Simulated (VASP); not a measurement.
Input of a VASP 6.6.1 run:

File INCAR:

```
SYSTEM = Mo
ALGO = Normal
EDIFF = 1E-6
ENCUT = 520
GGA = CA
ISIF = 2
ISMEAR = 1
LASPH = .TRUE.
LCHARG = .FALSE.
LREAL = .FALSE.
LWAVE = .FALSE.
NBANDS = 58
NELM = 100
PREC = Accurate
SIGMA = 0.1
```

File KPOINTS:

```
k-points
0
G
  16 16 1
  0 0 0
```

POSCAR

```
Mo
1.0
    3.1150000000      0.0000000000      0.0000000000
    0.0000000000      3.1150000000      0.0000000000
    0.0000000000      0.0000000000     21.3450000000
Mo
7
Direct
    0.0000000000      0.0000000000      0.2890292171
    0.5000000000      0.5000000000      0.3532194753
    0.0000000000      0.0000000000      0.4272596994
    0.5000000000      0.5000000000      0.5000000000
    0.0000000000      0.0000000000      0.5727403006
    0.5000000000      0.5000000000      0.6467805247
    0.0000000000      0.0000000000      0.7109707829
```

Potentials or basis: VASP PAW LDA potentials, release 64 (Mo_sv).

Launch:

```console
$ cat potpaw_LDA.64/Mo_sv/POTCAR > POTCAR
$ mpirun -np 1 vasp_std > vasp.out
```

Problem. Predict the largest force.

Solution. 0.090 eV/Å.

Problem. Predict the band gap on the k mesh.

Solution. Zero (band 49 reaches 6.09 eV, above the bottom of band 50 at 4.26 eV).

Forces in eV/Å, atoms in the order of the input:
```
Mo   0.000  0.000 -0.090
Mo   0.000  0.000  0.014
Mo   0.000  0.000 -0.003
Mo   0.000  0.000  0.000
Mo   0.000  0.000  0.003
Mo   0.000  0.000 -0.014
Mo   0.000  0.000  0.090
```
